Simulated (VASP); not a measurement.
**C: single point with PBE**

C:

```xyz
3
Lattice="-1.6607 1.6607 1.6607 1.6607 -1.6607 1.6607 1.6607 1.6607 -1.6607" Properties=species:S:1:pos:R:3 pbc="T T T"
C     1.6607    0.0000    0.0000
C     0.0000    1.6607    0.0000
C     0.0000    0.0000    1.6607
```

The cell was built from a structure type or drawn by symmetry, and may not be a known phase.

- Program: VASP 6.6.1
- Task: single point
- Functional: PBE
- Potentials or basis: VASP PAW PBE potentials, release 64 (C)
- Cutoff: 520 eV
- k mesh: 8 × 8 × 8
- Occupations: gaussian, width 0.1 eV
- Spin: collinear spin
- Starting moments: [1.0, 1.0, 1.0] μB
- Dipole correction: no
- Further INCAR settings: ALGO = Normal; EDIFF = 1e-06; NBANDS = 17

- Pressure: -0.3 GPa
- Band gap on the k mesh: zero (filled and empty bands overlap)
- Net moment: 0.00 μB per cell
- Valence electrons inside the program's atomic spheres: C 2.31

Levels at points of the mesh, in eV from the Fermi level:
Spin up:
| k point | band 2 | band 3 | band 4 | band 5 | band 6 | band 7 | band 8 | band 9 | band 10 | band 11 |
| --- | --- | --- | --- | --- | --- | --- | --- | --- | --- | --- |
| (0.00, 0.00, 0.00) | -6.49 | -6.49 | -6.49 | 0.05 | 0.05 | 0.50 | 0.50 | 0.50 | 11.16 | 11.16 |
| (0.50, 0.00, 0.00) | -15.53 | -8.08 | -6.88 | -3.43 | -1.95 | 0.31 | 5.43 | 6.31 | 7.10 | 9.01 |
| (0.50, 0.50, 0.50) | -12.39 | -11.18 | -11.18 | -11.18 | -2.82 | 3.77 | 3.77 | 3.77 | 15.80 | 15.80 |
Spin down:
| k point | band 4 | band 5 | band 6 | band 7 | band 8 | band 9 |
| --- | --- | --- | --- | --- | --- | --- |
| (0.00, 0.00, 0.00) | -6.49 | 0.05 | 0.05 | 0.50 | 0.50 | 0.50 |
| (0.50, 0.00, 0.00) | -6.88 | -3.43 | -1.95 | 0.31 | 5.43 | 6.31 |
| (0.50, 0.50, 0.50) | -11.18 | -11.18 | -2.82 | 3.77 | 3.77 | 3.77 |

Run time: 32 s on 1 thread of Intel Xeon 8259CL, on a shared host, peak memory 0.14 GiB.
